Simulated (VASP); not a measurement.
Mo:

```
Mo
1.0
     4.99603    0.00000    0.00000
     0.00000    4.99603    0.00000
     0.00000    0.00000    4.99603
Mo
8
Cartesian
  0.0000 0.0000 0.0000
  2.4980 2.4980 2.4980
  1.2490 0.0000 2.4980
  3.7470 0.0000 2.4980
  2.4980 1.2490 0.0000
  2.4980 3.7470 0.0000
  0.0000 2.4980 1.2490
  0.0000 2.4980 3.7470
```

```yaml
Program: VASP 6.6.1
Task: relaxation of cell and atoms
Functional: RPBE
Potentials_or_basis: VASP PAW PBE potentials, release 64 (Mo_sv)
Cutoff: 600 eV
k_mesh: 5 × 5 × 5
Occupations: fermi-dirac, width 0.1 eV
Spin: no spin polarisation
```

At the start: pressure 11.4 GPa; volume 15.59 Å³/atom.

Q: How do energy, volume and symmetry change on relaxing?

A: Over 4 steps the energy falls by 23.2 meV/atom and the volume is 16.27 Å³/atom (+4.4 %); space group Pm-3n (No. 223, to 0.1 Å) before and after.

Step by step:
```
step  energy change (eV)  largest force (eV/Å)  pressure (GPa)  volume (Å³)
   1              0.0000                0.0000           11.35       124.70
   2              0.9672                0.0000          -21.45       145.72
   3             -0.1854                0.0000           -0.45       130.39
   4             -0.1857                0.0000           -0.03       130.16
```

Final structure:
```
Mo
1.0
     5.06788    0.00000    0.00000
     0.00000    5.06788    0.00000
     0.00000    0.00000    5.06788
Mo
8
Direct
  0.00000 0.00000 0.00000
  0.50000 0.50000 0.50000
  0.25000 0.00000 0.50000
  0.75000 0.00000 0.50000
  0.50000 0.25000 0.00000
  0.50000 0.75000 0.00000
  0.00000 0.50000 0.25000
  0.00000 0.50000 0.75000
```

Caveat: the PAW data sets were made with another functional, which shifts forces and pressure a little.
